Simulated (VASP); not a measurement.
# Mo (R-3m) in VASP: notebook

Runs on Mo. Level: PBE. Tasks: single point.

Everything below comes from runs of VASP 6.6.1. Logs are shortened: lines on timing, memory, paths and dates and some standing lists are left out, and cuts for length are marked.

**1. The cell of the first run**

Symmetry: R-3m, No. 166, trigonal system. Conventional cell: a = 3.605 Å, b = 3.605 Å, c = 4.881 Å, α = 90.00°, β = 90.00°, γ = 120.00°. Within 3.5 Å of Mo (site symmetry -3m) lie 6 Mo at 2.64 Å.

**2. Single point, PBE**

Input file INCAR:

```
SYSTEM = Mo
ALGO = Fast ; EDIFF = 1E-6
ENCUT = 520 ; GGA = PE
ISIF = 2 ; ISMEAR = 0
LASPH = .True. ; LCHARG = .False.
LREAL = .False. ; LWAVE = .False.
NBANDS = 13 ; NELM = 100
PREC = Accurate ; SIGMA = 0.15
```

Input file KPOINTS:

```
k-points
0
Gamma
  22 22 22
  0 0 0
```

Input file POSCAR:

```
Mo
1.0
   -0.7599846119      1.7890162665      1.7890162665
    1.7890162665     -0.7599846119      1.7890162665
    1.7890162665      1.7890162665     -0.7599846119
Mo
1
Direct
    0.0000000000      0.0000000000      0.0000000000
```

Potentials or basis: VASP PAW PBE potentials, release 64 (Mo_sv).

Run with:

```console
> cat potpaw_PBE.64/Mo_sv/POTCAR > POTCAR
> mpirun -np 1 vasp_std > vasp.out
```

OUTCAR:

```text
SYSTEM = Mo
   EDIFF = 1E-6
   ENCUT = 520
   GGA = PE
   ISIF = 2
   ISMEAR = 0
   LASPH = .True.
   LREAL = .False.
   NELM = 100
   PREC = Accurate

 ion  position               nearest neighbor table
   1  0.000  0.000  0.000-

  LATTYP: Found a trigonal (rhomboedric) cell.
 ALAT       =     2.6417295497
 COS(alpha) =     0.0689708858

  Lattice vectors:

 A1 = (  -0.7599846119,   1.7890162665,   1.7890162665)
 A2 = (   1.7890162665,  -0.7599846119,   1.7890162665)
 A3 = (   1.7890162665,   1.7890162665,  -0.7599846119)

Analysis of symmetry for initial positions (statically):
=====================================================================
 Subroutine PRICEL returns:
 Original cell was already a primitive cell.

 Routine SETGRP: Setting up the symmetry group for a
 trigonal (rhombohedral) supercell.

 Subroutine GETGRP returns: Found 12 space group operations
 (whereof 12 operations were pure point group operations)
 out of a pool of 12 trial point group operations.

The static configuration has the point symmetry D_3d.

Analysis of symmetry for dynamics (positions and initial velocities):
=====================================================================
 Subroutine PRICEL returns:
 Original cell was already a primitive cell.

 Routine SETGRP: Setting up the symmetry group for a
 trigonal (rhombohedral) supercell.

 Subroutine GETGRP returns: Found 12 space group operations
 (whereof 12 operations were pure point group operations)
 out of a pool of 12 trial point group operations.

The dynamic configuration has the point symmetry D_3d.

 Subroutine INISYM returns: Found 12 space group operations
 (whereof 12 operations are pure point group operations),
 and found     1 'primitive' translations

----------------------------------------------------------------------------------------

                                     Primitive cell

  volume of cell :      18.3100

  direct lattice vectors                    reciprocal lattice vectors
    -0.759984612  1.789016267  1.789016267    -0.143255193  0.249055381  0.249055381
     1.789016267 -0.759984612  1.789016267     0.249055381 -0.143255193  0.249055381
     1.789016267  1.789016267 -0.759984612     0.249055381  0.249055381 -0.143255193

  length of vectors
     2.641729550  2.641729550  2.641729550     0.380235738  0.380235738  0.380235738

  position of ions in fractional coordinates (direct lattice)
     0.000000000  0.000000000  0.000000000

  ion indices of the primitive-cell ions
   primitive index   ion index
                 1           1

----------------------------------------------------------------------------------------

 KPOINTS: k-points

Automatic generation of k-mesh.
 Grid dimensions read from file:
 generate k-points for:   22   22   22

 Generating k-lattice:

  Cartesian coordinates                     Fractional coordinates (reciprocal lattice)
    -0.006511600  0.011320699  0.011320699     0.045454545  0.000000000  0.000000000
     0.011320699 -0.006511600  0.011320699     0.000000000  0.045454545  0.000000000
     0.011320699  0.011320699 -0.006511600     0.000000000  0.000000000  0.045454545

  Length of vectors
     0.017283443  0.017283443  0.017283443

  Shift w.r.t. Gamma in fractional coordinates (k-lattice)
     0.000000000  0.000000000  0.000000000

 Subroutine IBZKPT returns following result:
 ===========================================

 Found   1024 irreducible k-points:

 Following reciprocal coordinates:
            Coordinates               Weight
  0.000000  0.000000  0.000000      1.000000
  0.045455  0.000000  0.000000      6.000000
  0.090909  0.000000  0.000000      6.000000
  0.136364  0.000000  0.000000      6.000000
  0.181818  0.000000  0.000000      6.000000
  0.227273 -0.000000 -0.000000      6.000000
[... 16 lines left out ...]
  0.500000  0.045455  0.000000     12.000000
 -0.454545  0.045455  0.000000     12.000000
 [... further k-points ...]
   k-points           NKPTS =   1024   k-points in BZ     NKDIM =   1024   number of bands    NBANDS=     13
   number of dos      NEDOS =    301   number of ions     NIONS =      1
   total plane-waves  NPLWV =   8000
   dimension x,y,z NGX =    20 NGY =   20 NGZ =   20
   dimension x,y,z NGXF=    40 NGYF=   40 NGZF=   40
   ions per type =               1
   NGX,Y,Z   is equivalent  to a cutoff of  12.59, 12.59, 12.59 a.u.
   NGXF,Y,Z  is equivalent  to a cutoff of  25.17, 25.17, 25.17 a.u.
 SYSTEM =  Mo
   PREC   = accura    normal or accurate (medium, high low for compatibility)
   ISTART =      0    job   : 0-new  1-cont  2-samecut
   ICHARG =      2    charge: 1-file 2-atom 10-const
   ISPIN  =      1    spin polarized calculation?
   LNONCOLLINEAR =      F non collinear calculations
   LSORBIT =      F    spin-orbit coupling
   LASPH  =      T    aspherical Exc in radial PAW
   ENCUT  =  520.0 eV  38.22 Ry    6.18 a.u.   4.91  4.91  4.91*2*pi/ulx,y,z
   NELM   =    100;   NELMIN=  2; NELMDL= -5     # of ELM steps
   EDIFF  = 0.1E-05   stopping-criterion for ELM
   LREAL  =      F    real-space projection
   EDIFFG = 0.1E-04   stopping-criterion for IOM
   NSW    =      0    number of steps for IOM
   IBRION =     -1    ionic relax: 0-MD 1-quasi-New 2-CG
   NFREE  =      0    steps in history (QN), initial steepest desc. (CG)
   ISIF   =      2    stress and relaxation
   ISYM   =      2    0-nonsym 1-usesym 2-fastsym
   POTIM  = 0.5000    time-step for ionic-motion
   TEBEG  =    0.0;   TEEND  =   0.0 temperature during run
   PSTRESS=    0.0 pullay stress
   NELECT =      14.0000    total number of electrons
   NUPDOWN=      -1.0000    fix difference up-down
   EMIN   =  10.00;   EMAX   =-10.00  energy-range for DOS
   EFERMI =   0.00;   METHOD = LEGACY
   ISMEAR =     0;   SIGMA  =   0.15  broadening in eV -4-tet -1-fermi 0-gaus
   EFERMI_NEDOS =   21; number of points for ismear=-14 and -15
   IALGO  =     68    algorithm
   IMIX   =      4    mixing-type and parameters
     AMIX     =   0.40;   BMIX     =  1.00
     AMIX_MAG =   1.60;   BMIX_MAG =  1.00
  volume/ion in A,a.u.               =      18.31       123.56
  Fermi-wavevector in a.u.,A,eV,Ry     =   1.496999  2.828917 30.490722  2.241005
  Thomas-Fermi vector in A             =   2.608943
   LORBIT       =      0    0 simple, 1 ext, 2 COOP (PROOUT), +10 PAW based schemes
   GGA     = PE    functional components
   LHFCALC =     F    Hartree Fock is set to
   AEXX    =    0.0000 exact exchange contribution
   IVDW    =     0    specifies the selected vdW correction
   LEPSILON=     F    determine dielectric tensor
   LRPA    =     F    only Hartree local field effects (RPA)
 non-spin polarized calculation
 RMM-DIIS sequential band-by-band and
 Gauss-broadening in eV      SIGMA  =   0.15
  energy-cutoff  :      520.00
  volume of cell :       18.31
 maximum number of plane-waves:       510
   NGX =  9   NGY =  9   NGZ =  9

 number of electron      14.0000001 magnetization

 Free energy of the ion-electron system (eV)
  ---------------------------------------------------
  ext. energy  EPLUGINS =         0.00000000
  ---------------------------------------------------
  free energy    TOTEN  =        -9.83800516 eV

  energy without entropy =       -9.82438279  energy(sigma->0) =       -9.83119398

 E-fermi :  10.1552     XC(G=0): -12.3816

 val. band max:       10.1544242270   @ k =  -0.2273   0.3182   0.1818
 cond. band min:      10.1557480565   @ k =   0.4545   0.4091   0.1364
 fundamental gap:      0.0013238295
 Fermi energy:        10.1552324350

 k-point     1 :       0.0000    0.0000    0.0000
  band No.  band energies     occupation
      1     -50.9858      2.00000
      2     -24.3894      2.00000
      3     -24.3894      2.00000
      4     -24.2851      2.00000
      5       3.7631      2.00000
      6       6.2454      2.00000
      7       6.2454      2.00000
      8      13.5526      0.00000
      9      13.5526      0.00000
     10      13.7086      0.00000
     11      24.3497      0.00000
     12      25.6665      0.00000
     13      25.6665      0.00000

 k-point     2 :       0.0455    0.0000    0.0000
  band No.  band energies     occupation
      1     -50.9825      2.00000
      2     -24.4083      2.00000
      3     -24.3871      2.00000
      4     -24.2919      2.00000
      5       3.8250      2.00000
      6       6.2602      2.00000
      7       6.3092      2.00000
      8      13.4722      0.00000
      9      13.5199      0.00000
     10      13.6685      0.00000
     11      24.3458      0.00000
     12      25.4512      0.00000
     13      25.8050      0.00000

 k-point     3 :       0.0909    0.0000    0.0000
  band No.  band energies     occupation
      1     -50.9728      2.00000
      2     -24.4761      2.00000
      3     -24.3804      2.00000
      4     -24.2986      2.00000
      5       4.0029      2.00000
      6       6.3035      2.00000
      7       6.5017      2.00000
      8      13.2463      0.00000
      9      13.3419      0.00000
     10      13.6427      0.00000
     11      23.9876      0.00000
     12      25.3025      0.00000
     13      26.2028      0.00000
[... 305 lines left out ...]
 k-point    23 :       0.5000    0.0455    0.0000
  band No.  band energies     occupation
      1     -50.8162      2.00000
      2     -25.6364      2.00000
      3     -24.2891      2.00000
      4     -24.2192      2.00000
      5       6.6945      2.00000
      6       7.0710      2.00000
      7       9.7261      1.99995
      8      10.8526      0.00000
      9      11.3198      0.00000
     10      13.8082      0.00000
     11      18.7565      0.00000
     12      24.4900      0.00000
     13      28.1645      0.00000

 k-point    24 :      -0.4545    0.0455    0.0000
  band No.  band energies     occupation
      1     -50.8195      2.00000
      2     -25.6127      2.00000
      3     -24.2920      2.00000
      4     -24.2217      2.00000
      5       6.6238      2.00000
      6       7.0500      2.00000
      7       9.7976      1.99925
      8      10.9201      0.00000
      9      11.2215      0.00000
     10      13.7976      0.00000
     11      18.7556      0.00000
     12      24.5528      0.00000
     13      28.1087      0.00000

 [... further k-points ...]
[... 5 lines left out ...]
  --------------------------------------------------------------------------------------
  -------------------------------------------------------------------------------------
  Total       -0.8988697     -0.8988697     -0.8988697      0.5893984      0.5893984      0.5893984
  in kB      -78.6536647    -78.6536647    -78.6536647     51.5740454     51.5740454     51.5740454
  external PRESSURE =     -78.6536647 kB  Pullay stress =       0.0000000 kB

 VOLUME and BASIS-vectors are now :
 -----------------------------------------------------------------------------
  energy-cutoff  :      520.00
  volume of cell :       18.31
      direct lattice vectors                 reciprocal lattice vectors
    -0.759984612  1.789016267  1.789016267    -0.143255193  0.249055381  0.249055381
     1.789016267 -0.759984612  1.789016267     0.249055381 -0.143255193  0.249055381
     1.789016267  1.789016267 -0.759984612     0.249055381  0.249055381 -0.143255193

 POSITION                                       TOTAL-FORCE (eV/Angst)
 -----------------------------------------------------------------------------------
      0.00000      0.00000      0.00000         0.000000     -0.000000     -0.000000
 -----------------------------------------------------------------------------------
    total drift:                                0.000000      0.000000      0.000000

  FREE ENERGIE OF THE ION-ELECTRON SYSTEM (eV)
  ---------------------------------------------------
  free  energy   TOTEN  =        -9.8380051645 eV

  energy  without entropy=       -9.8243827880  energy(sigma->0) =       -9.83119398
```

It took 1.9 min on 1 thread of Intel Xeon Platinum 8259CL at 2.50GHz (Skylake/Cascade Lake), shared host; peak memory 0.31 GiB.

What came out:

* Free energy: -9.8380 eV
* Pressure: -7.9 GPa
* Band gap on the k mesh: zero (band 7 reaches 11.55 eV, above the bottom of band 8 at 9.30 eV)

**3. Single point, PBE**

This run uses another cell than the first one, of the same volume but with other edges.

Input file INCAR:

```
PREC = Accurate
ENCUT = 520
EDIFF = 1E-6
ISMEAR = 0
SIGMA = 0.15
LREAL = F
LASPH = T
NELM = 80
ALGO = Fast
ISIF = 2
LWAVE = F
LCHARG = T
GGA = PE
LELF = T
LVHAR = T
NBANDS = 13
```

Input file KPOINTS:

```
Automatic mesh
0
Gamma
  22 22 22
```

Input file POSCAR:

```
Mo
1.0
   -2.5579549311      1.7681520077      1.7681520077
    1.7681520077     -2.5579549311      1.7681520077
    1.7681520077      1.7681520077     -2.5579549311
Mo
1
Direct
    0.0000000000      0.0000000000      0.0000000000
```

Potentials or basis: VASP PAW PBE potentials, release 64 (Mo_sv).

Run with:

```console
> cat potpaw_PBE.64/Mo_sv/POTCAR > POTCAR
> mpirun -np 1 vasp_std > vasp.out
```

OUTCAR:

```text
PREC = Accurate
   ENCUT = 520
   EDIFF = 1E-6
   ISMEAR = 0
   LREAL = F
   LASPH = T
   NELM = 80
   ISIF = 2
   GGA = PE

 ion  position               nearest neighbor table
   1  0.000  0.000  0.000-

  LATTYP: Found a trigonal (rhomboedric) cell.
 ALAT       =     3.5771296418
 COS(alpha) =    -0.4625985594

  Lattice vectors:

 A1 = (  -2.5579549311,   1.7681520077,   1.7681520077)
 A2 = (   1.7681520077,  -2.5579549311,   1.7681520077)
 A3 = (   1.7681520077,   1.7681520077,  -2.5579549311)

Analysis of symmetry for initial positions (statically):
=====================================================================
 Subroutine PRICEL returns:
 Original cell was already a primitive cell.

 Routine SETGRP: Setting up the symmetry group for a
 trigonal (rhombohedral) supercell.

 Subroutine GETGRP returns: Found 12 space group operations
 (whereof 12 operations were pure point group operations)
 out of a pool of 12 trial point group operations.

The static configuration has the point symmetry D_3d.

Analysis of symmetry for dynamics (positions and initial velocities):
=====================================================================
 Subroutine PRICEL returns:
 Original cell was already a primitive cell.

 Routine SETGRP: Setting up the symmetry group for a
 trigonal (rhombohedral) supercell.

 Subroutine GETGRP returns: Found 12 space group operations
 (whereof 12 operations were pure point group operations)
 out of a pool of 12 trial point group operations.

The dynamic configuration has the point symmetry D_3d.

 Subroutine INISYM returns: Found 12 space group operations
 (whereof 12 operations are pure point group operations),
 and found     1 'primitive' translations

----------------------------------------------------------------------------------------
[... 111 lines left out ...]
     AMIX_MAG =   1.60;   BMIX_MAG =  1.00
  volume/ion in A,a.u.               =      18.31       123.56
  Fermi-wavevector in a.u.,A,eV,Ry     =   1.496999  2.828917 30.490722  2.241005
  Thomas-Fermi vector in A             =   2.608943
   LORBIT       =      0    0 simple, 1 ext, 2 COOP (PROOUT), +10 PAW based schemes
   GGA     = PE    functional components
   LHFCALC =     F    Hartree Fock is set to
   AEXX    =    0.0000 exact exchange contribution
   IVDW    =     0    specifies the selected vdW correction
   LEPSILON=     F    determine dielectric tensor
   LRPA    =     F    only Hartree local field effects (RPA)
 non-spin polarized calculation
 RMM-DIIS sequential band-by-band and
 Gauss-broadening in eV      SIGMA  =   0.15
  energy-cutoff  :      520.00
  volume of cell :       18.31
 maximum number of plane-waves:       512
   NGX = 13   NGY = 13   NGZ = 13

 number of electron      13.9999998 magnetization

 Free energy of the ion-electron system (eV)
  ---------------------------------------------------
  ext. energy  EPLUGINS =         0.00000000
  ---------------------------------------------------
  free energy    TOTEN  =        -0.71507669 eV

  energy without entropy =       -0.69974518  energy(sigma->0) =       -0.70741094

 E-fermi :   9.9052     XC(G=0): -11.7318

 val. band max:        9.9046192677   @ k =   0.3182   0.2273   0.2273
 cond. band min:       9.9052562595   @ k =  -0.1364  -0.1818   0.0909
 fundamental gap:      0.0006369918
 Fermi energy:         9.9051923266

 k-point     1 :       0.0000    0.0000    0.0000
  band No.  band energies     occupation
      1     -55.8772      2.00000
      2     -27.6746      2.00000
      3     -27.6746      2.00000
      4     -15.6504      2.00000
      5       0.7044      2.00000
      6       6.0465      2.00000
      7       6.0465      2.00000
      8       6.9835      2.00000
      9      18.0710      0.00000
     10      22.9676      0.00000
     11      22.9676      0.00000
     12      23.8701      0.00000
     13      23.8701      0.00000
[... 354 lines left out ...]
  band No.  band energies     occupation
      1     -49.5459      2.00000
      2     -35.5646      2.00000
      3     -23.7360      2.00000
      4     -23.7084      2.00000
      5       1.7576      2.00000
      6       1.9892      2.00000
      7      11.7697      0.00000
      8      12.0856      0.00000
      9      13.2682      0.00000
     10      21.0997      0.00000
     11      23.4677      0.00000
     12      24.8469      0.00000
     13      28.8929      0.00000

 [... further k-points ...]
[... 5 lines left out ...]
  --------------------------------------------------------------------------------------
  -------------------------------------------------------------------------------------
  Total       21.6649865     21.6649865     21.6649865     22.8125747     22.8125747     22.8125747
  in kB     1895.7482402   1895.7482402   1895.7482402   1996.1654819   1996.1654819   1996.1654819
  external PRESSURE =    1895.7482402 kB  Pullay stress =       0.0000000 kB

 VOLUME and BASIS-vectors are now :
 -----------------------------------------------------------------------------
  energy-cutoff  :      520.00
  volume of cell :       18.31
      direct lattice vectors                 reciprocal lattice vectors
    -2.557954931  1.768152008  1.768152008     0.186606876  0.417761588  0.417761588
     1.768152008 -2.557954931  1.768152008     0.417761588  0.186606876  0.417761588
     1.768152008  1.768152008 -2.557954931     0.417761588  0.417761588  0.186606876

 POSITION                                       TOTAL-FORCE (eV/Angst)
 -----------------------------------------------------------------------------------
      0.00000      0.00000      0.00000         0.000000     -0.000000      0.000000
 -----------------------------------------------------------------------------------
    total drift:                                0.000000     -0.000000      0.000000

  FREE ENERGIE OF THE ION-ELECTRON SYSTEM (eV)
  ---------------------------------------------------
  free  energy   TOTEN  =        -0.7150766904 eV

  energy  without entropy=       -0.6997451849  energy(sigma->0) =       -0.70741094
```

It took 5 min on 1 thread of Intel Xeon Platinum 8259CL at 2.50GHz (Skylake/Cascade Lake), shared host; peak memory 0.35 GiB.

What came out:

```
Free energy            : -0.7151 eV
Pressure               : 189.6 GPa
Band gap on the k mesh : zero (band 7 reaches 13.34 eV, above the bottom of band 8 at 6.98 eV)
```

Levels at points of the mesh, in eV from the Fermi level:
| k point | band 3 | band 4 | band 5 | band 6 | band 7 | band 8 | band 9 | band 10 | band 11 | band 12 |
| --- | --- | --- | --- | --- | --- | --- | --- | --- | --- | --- |
| (0.00, 0.00, 0.00) | -37.58 | -25.56 | -9.20 | -3.86 | -3.86 | -2.92 | 8.17 | 13.06 | 13.06 | 13.96 |
| (0.50, 0.00, 0.00) | -33.17 | -33.14 | -9.31 | -9.09 | 2.98 | 3.52 | 6.52 | 7.43 | 13.23 | 16.79 |
| (0.50, 0.50, 0.00) | -37.61 | -25.56 | -7.70 | -4.80 | -1.93 | -1.19 | 3.29 | 7.13 | 13.07 | 13.11 |
| (0.50, 0.50, 0.50) | -33.18 | -33.18 | -9.36 | -9.36 | 3.44 | 3.44 | 9.34 | 11.63 | 11.63 | 12.38 |
